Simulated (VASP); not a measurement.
# Li3Au (I4/mmm) in VASP: notebook, part 3 of 3

VASP 6.6.1. The steps go on from the part before.

### 5 Single point, LDA

This run uses another cell than the first one, of 15.60 Å³/atom.

Input file INCAR:

```
SYSTEM = Li3Au
PREC = Accurate
ENCUT = 520
EDIFF = 1E-6
ISMEAR = -1
SIGMA = 0.1
LREAL = .False.
LASPH = .True.
NELM = 100
ALGO = Normal
ISIF = 2
LWAVE = .False.
LCHARG = .False.
NBANDS = 18
```

Input file KPOINTS:

```
regular mesh
0
Gamma
  8 8 8
  0 0 0
```

Input file POSCAR:

```
Li3Au
1.0
   -2.0260520000      2.0260520000      3.8010720000
    2.0260520000     -2.0260520000      3.8010720000
    2.0260520000      2.0260520000     -3.8010720000
Li Au
3 1
Direct
    0.7500000000      0.2500000000      0.5000000000
    0.2500000000      0.7500000000      0.5000000000
    0.5000000000      0.5000000000      0.0000000000
    0.0000000000      0.0000000000      0.0000000000
```

Potentials or basis: VASP PAW LDA potentials, release 64 (Li_sv, Au).

Command:

```console
$ cat potpaw_LDA.64/Li_sv/POTCAR potpaw_LDA.64/Au/POTCAR > POTCAR
$ mpirun -np 1 vasp_std > vasp.out
```

OUTCAR:

```text
SYSTEM = Li3Au
   PREC = Accurate
   ENCUT = 520
   EDIFF = 1E-6
   ISMEAR = -1
   LREAL = .False.
   LASPH = .True.
   NELM = 100
   ISIF = 2

 ion  position               nearest neighbor table
   1  0.750  0.250  0.500-   4 2.78   4 2.78   4 2.78   4 2.78
   2  0.250  0.750  0.500-   4 2.78   4 2.78   4 2.78   4 2.78
   3  0.500  0.500  0.000-   4 2.87   4 2.87   4 2.87   4 2.87
   4  0.000  0.000  0.000-   1 2.78   2 2.78   1 2.78   2 2.78   1 2.78   2 2.78   1 2.78   2 2.78
                             3 2.87   3 2.87   3 2.87   3 2.87

  LATTYP: Found a body centered tetragonal cell.
 ALAT       =     4.0521040000
 C/A-ratio  =     1.8760979481

  Lattice vectors:

 A1 = (  -2.0260520000,   2.0260520000,   3.8010720000)
 A2 = (   2.0260520000,  -2.0260520000,   3.8010720000)
 A3 = (   2.0260520000,   2.0260520000,  -3.8010720000)

Analysis of symmetry for initial positions (statically):
=====================================================================
 Subroutine PRICEL returns:
 Original cell was already a primitive cell.

 Routine SETGRP: Setting up the symmetry group for a
 body centered tetragonal supercell.

 Subroutine GETGRP returns: Found 16 space group operations
 (whereof 16 operations were pure point group operations)
 out of a pool of 16 trial point group operations.

The static configuration has the point symmetry D_4h.

Analysis of symmetry for dynamics (positions and initial velocities):
=====================================================================
 Subroutine PRICEL returns:
 Original cell was already a primitive cell.

 Routine SETGRP: Setting up the symmetry group for a
 body centered tetragonal supercell.

 Subroutine GETGRP returns: Found 16 space group operations
 (whereof 16 operations were pure point group operations)
[... 122 lines left out ...]
   EFERMI_NEDOS =   21; number of points for ismear=-14 and -15
   IALGO  =     38    algorithm
   IMIX   =      4    mixing-type and parameters
     AMIX     =   0.40;   BMIX     =  1.00
     AMIX_MAG =   1.60;   BMIX_MAG =  1.00
  volume/ion in A,a.u.               =      15.60       105.29
  Fermi-wavevector in a.u.,A,eV,Ry     =   1.120286  2.117034 17.075879  1.255042
  Thomas-Fermi vector in A             =   2.256932
   LORBIT       =      0    0 simple, 1 ext, 2 COOP (PROOUT), +10 PAW based schemes
   GGA     = CA    functional components
   LHFCALC =     F    Hartree Fock is set to
   AEXX    =    0.0000 exact exchange contribution
   IVDW    =     0    specifies the selected vdW correction
   LEPSILON=     F    determine dielectric tensor
   LRPA    =     F    only Hartree local field effects (RPA)
 non-spin polarized calculation
  energy-cutoff  :      520.00
  volume of cell :       62.41
 maximum number of plane-waves:      1706
   NGX = 17   NGY = 17   NGZ = 17

 number of electron      20.0000016 magnetization

 Free energy of the ion-electron system (eV)
  ---------------------------------------------------
  ext. energy  EPLUGINS =         0.00000000
  ---------------------------------------------------
  free energy    TOTEN  =       -12.14643903 eV

  energy without entropy =      -12.09470244  energy(sigma->0) =      -12.12057073

 E-fermi :   3.5164     XC(G=0):  -9.3453

 val. band max:        3.5144401287   @ k =  -0.2500  -0.2500   0.2500
 cond. band min:       3.5822404346   @ k =  -0.2500  -0.2500   0.1250
 fundamental gap:      0.0678003059
 Fermi energy:         3.5164495328

 k-point     1 :       0.0000    0.0000    0.0000
  band No.  band energies     occupation
      1     -41.7275      2.00000
      2     -41.4586      2.00000
      3     -41.4316      2.00000
      4      -2.4262      2.00000
      5      -1.0447      2.00000
      6      -0.8069      2.00000
[... 481 lines left out ...]
      5      -0.9224      2.00000
      6      -0.7467      2.00000
[... 10 lines left out ...]
     17      13.9540      0.00000
     18      15.0363      0.00000

 [... further k-points ...]

------------------------ aborting loop because EDIFF is reached ----------------------------------------

  FORCE on cell =-STRESS in cart. coord.  units (eV):
  Direction    XX          YY          ZZ          XY          YZ          ZX
  --------------------------------------------------------------------------------------
  -------------------------------------------------------------------------------------
  Total       -1.2116100     -1.2116100     -1.4650771      0.0000000      0.0000000      0.0000000
  in kB      -31.1032790    -31.1032790    -37.6100394      0.0000000      0.0000000      0.0000000
  external PRESSURE =     -33.2721991 kB  Pullay stress =       0.0000000 kB

 VOLUME and BASIS-vectors are now :
 -----------------------------------------------------------------------------
  energy-cutoff  :      520.00
  volume of cell :       62.41
      direct lattice vectors                 reciprocal lattice vectors
    -2.026052000  2.026052000  3.801072000     0.000000000  0.246785374  0.131541839
     2.026052000 -2.026052000  3.801072000     0.246785374  0.000000000  0.131541839
     2.026052000  2.026052000 -3.801072000     0.246785374  0.246785374  0.000000000

 POSITION                                       TOTAL-FORCE (eV/Angst)
 -----------------------------------------------------------------------------------
      0.00000      2.02605      1.90054        -0.000000      0.000000      0.000000
      2.02605      0.00000      1.90054         0.000000     -0.000000     -0.000000
      0.00000      0.00000      3.80107         0.000000     -0.000000     -0.000000
      0.00000      0.00000      0.00000         0.000000     -0.000000     -0.000000
 -----------------------------------------------------------------------------------
    total drift:                                0.000000      0.000000      0.000000

  FREE ENERGIE OF THE ION-ELECTRON SYSTEM (eV)
  ---------------------------------------------------
  free  energy   TOTEN  =       -12.1464390259 eV

  energy  without entropy=      -12.0947024417  energy(sigma->0) =      -12.12057073
```

stdout:

```text
POSCAR found type information on POSCAR LiAu
 POSCAR found :  2 types and       4 ions
 scaLAPACK will be used
 LDA part: xc-table for (Slater(with rela. corr.)+CA(PZ))
 , standard interpolation
 POSCAR, INCAR and KPOINTS ok, starting setup
 FFT: planning ... GRIDC
 FFT: planning ... GRID_SOFT
 FFT: planning ... GRID
 WAVECAR not read
 entering main loop
```

Wall time 1.8 min (1 thread of AMD EPYC 7R43 (Zen 3), shared host); peak memory 0.17 GiB.

What came out:

```yaml
Free_energy: -12.1464 eV
Band_gap_on_the_k_mesh: zero (bands 10 and 11 overlap by 3.44 eV)
```

Caveat: the cutoff is under 1.25 times the usual one of these potentials, so pressure, stress and relaxed cells hold a basis-set (Pulay) error; spin-orbit coupling is left out, which moves the levels of the heavy elements.

### 6 Single point, LDA

This run uses another cell than the first one, of 16.02 Å³/atom.

Input file INCAR:

```
SYSTEM = Li3Au
PREC = Accurate ; ENCUT = 520
EDIFF = 1E-6 ; ISMEAR = -1
SIGMA = 0.1 ; LREAL = .FALSE.
LASPH = .TRUE. ; NELM = 100
ALGO = Normal ; ISIF = 2
LWAVE = .FALSE. ; LCHARG = .FALSE.
GGA = CA ; NBANDS = 18
```

Input file KPOINTS:

```
Automatic mesh
0
G
  8 8 8
  0 0 0
```

Input file POSCAR:

```
Li3Au
1.0
   -2.0439035982      2.0439035982      3.8345633468
    2.0439035982     -2.0439035982      3.8345633468
    2.0439035982      2.0439035982     -3.8345633468
Li Au
3 1
Direct
    0.7500000000      0.2500000000      0.5000000000
    0.2500000000      0.7500000000      0.5000000000
    0.5000000000      0.5000000000      0.0000000000
    0.0000000000      0.0000000000      0.0000000000
```

Potentials or basis: VASP PAW LDA potentials, release 64 (Li_sv, Au).

Command:

```console
$ cat potpaw_LDA.64/Li_sv/POTCAR potpaw_LDA.64/Au/POTCAR > POTCAR
$ mpirun -np 1 vasp_std > vasp.out
```

Wall time 2.1 min (1 thread of AMD EPYC 7R43 (Zen 3), shared host); peak memory 0.17 GiB.

It converged, with:

```yaml
Free_energy: -12.1098 eV
Band_gap_on_the_k_mesh: zero (bands 10 and 11 overlap by 3.40 eV)
```

Levels at points of the mesh, in eV from the Fermi level:
```
           k point  band 7  band 8  band 9  band 10  band 11  band 12  band 13  band 14
(0.00, 0.00, 0.00)   -4.26   -4.21   -3.94     2.33     3.96     3.96     4.91     5.29
(0.50, 0.00, 0.00)   -4.04   -3.98   -3.37    -1.92     1.69     2.87     4.34     5.63
(0.50, 0.50, 0.00)   -4.02   -3.70   -2.55    -0.82    -0.28    -0.19     3.23     5.64
(0.50, 0.50, 0.50)   -3.98   -3.91   -3.71    -2.10     1.29     1.29     5.15     7.79
```

Caveat: the cutoff is under 1.25 times the usual one of these potentials, so pressure, stress and relaxed cells hold a basis-set (Pulay) error; spin-orbit coupling is left out, which moves the levels of the heavy elements.

### 7 Overview

| cell | gap on the mesh (eV) |
| --- | --- |
| a = 4.630 Å, angles 129.6, 129.6, 74.0°, 4 atoms | none |
| a = 4.674 Å, angles 129.6, 129.6, 74.0°, 4 atoms | none |
| a = 4.717 Å, angles 129.6, 129.6, 74.0°, 4 atoms | none |
| a = 4.760 Å, angles 129.6, 129.6, 74.0°, 4 atoms | none |
| a = 4.802 Å, angles 129.6, 129.6, 74.0°, 4 atoms | none |

Alike in all rows: task single point; level LDA; potentials or basis VASP PAW LDA potentials, release 64 (Li_sv, Au); no spin polarisation; k mesh 8 × 8 × 8; cutoff (eV) 520; smearing fermi-dirac 0.1 eV.

Caveats: the cutoff is under 1.25 times the usual one of these potentials, so pressure, stress and relaxed cells hold a basis-set (Pulay) error; spin-orbit coupling is left out, which moves the levels of the heavy elements.

Total energies depend on the potentials used, so only differences within one code and one set of settings carry meaning.
